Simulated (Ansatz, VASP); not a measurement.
# One calculation of CsPbI2Br, two programs

```
Cs Pb I Br
1.0
     6.37530   -0.03188    0.00000
    -0.03188    6.37530    0.00000
     0.00000    0.00000    5.96222
Cs Pb I Br
1 1 2 1
Direct
  0.50000 0.50000 0.50000
  0.00000 0.00000 0.00000
  0.00000 0.50000 0.00000
  0.50000 0.00000 0.00000
  0.00000 0.00000 0.50000
```

Change from the starting cell: strain -0.0100 x Voigt [0, 0, 0, 0, 0, 1], atoms carried along.

Alike in both runs: task single point; functional PBE; k mesh 4 × 4 × 6; occupations gaussian, width 0.05 eV; no spin polarisation.

```csv
,VASP,Ansatz
version,VASP 6.6.1,Ansatz 0.2.0
potentials or method,"VASP PAW PBE potentials, release 64 (Cs_sv, Pb_d, I, Br), cutoff 520 eV","scalar-relativistic, plane waves, PAW"
valence electrons in the cell,44,64
```

|  | VASP | Ansatz | Ansatz less VASP |
| --- | --- | --- | --- |
| gap on the k mesh at the Fermi level (eV) | 1.46 | 1.45 | -0.002 |
| least direct gap on the mesh (eV) | 1.46 | 1.45 | -0.002 |
| pressure (GPa) | 0.3 | 0.3 | +0.01 |
| traceless stress, the component that is largest in VASP (GPa) | -0.12 | -0.13 | -0.008 |

VASP's potentials hold 44 valence electrons a cell and Ansatz's 64, so a difference there can come from the potentials and not from the codes.

Neither program's run includes spin-orbit coupling.
